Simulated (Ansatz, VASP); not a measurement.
Mg: VASP beside Ansatz

```
Mg
1.0
     2.80628    0.00000    0.00000
    -1.40314    2.43031    0.00000
     0.00000    0.00000    3.28842
Mg
1
Direct
  0.00000 0.00000 0.00000
```

Change from the starting cell: strain -0.080 along x and y, +0.080 along z, atoms carried along.

Alike in both runs: task single point; functional PBE; k mesh 18 × 18 × 16; occupations gaussian, width 0.15 eV; no spin polarisation.

|  | VASP | Ansatz |
| --- | --- | --- |
| version | VASP 6.6.1 | Ansatz 0.2.0 |
| potentials or method | VASP PAW PBE potentials, release 64 (Mg), cutoff 520 eV | scalar-relativistic, plane waves, PAW |
| valence electrons in the cell | 2 | 10 |

```tsv
	VASP	Ansatz	Ansatz less VASP
gap on the k mesh at the Fermi level (eV)	none	none	-
pressure (GPa)	8.3	8.3	+0.02
traceless stress, the component that is largest in VASP (GPa)	-10.90	-10.85	+0.046
```

A gap of «none» marks a metal or a gap that the smearing closes. VASP's potentials hold 2 valence electrons a cell and Ansatz's 10, so a difference there can come from the potentials and not from the codes.
